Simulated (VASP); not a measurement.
Here is a VASP 6.6.1 calculation.

Contents of INCAR:

```
PREC     = Accurate       # precision mode
ENCUT    = 520            # plane-wave cutoff, eV
EDIFF    = 1E-6           # SCF threshold, eV
ISMEAR   = 0              # smearing method
SIGMA    = 0.05           # smearing width, eV
LREAL    = F              # projectors in reciprocal space
LASPH    = T              # aspherical terms in the spheres
NELM     = 60             # most SCF steps
ALGO     = Normal         # electronic algorithm
ISIF     = 2              # what is computed and relaxed
LWAVE    = F              # write WAVECAR
LCHARG   = T              # write CHGCAR
GGA      = PE             # functional
LELF     = T              # ELF
LVHAR    = T            
NBANDS   = 18             # bands
```

KPOINTS

```
regular mesh
0
Gamma
  8 8 8
```

The input POSCAR:

```
HfO2
1.0
    0.0000000000      2.5575000000      2.5575000000
    2.4615937500      0.0000000000      2.5575000000
    2.4615937500      2.5575000000      0.0000000000
Hf O
1 2
Direct
    0.0000000000      0.0000000000      0.0000000000
    0.2500000000      0.2500000000      0.2500000000
    0.7500000000      0.7500000000      0.7500000000
```

Potentials or basis: VASP PAW PBE potentials, release 64 (Hf_pv, O).

Command:

```sh
$ cat potpaw_PBE.64/Hf_pv/POTCAR potpaw_PBE.64/O/POTCAR > POTCAR
$ mpirun -np 1 vasp_std > vasp.out
```

(1) What does it give for the band gap on the k mesh?

(2) Predict the pressure.

## Answers

(1) 3.40 eV, indirect (least direct gap 3.52 eV).

(2) 3.5 GPa.

Caveat: the cell differs from its parent crystal (strain -0.0375 x Voigt [1, 0, 0, 0, 0, 0]); spin-orbit coupling is left out, which moves the levels of the heavy elements.
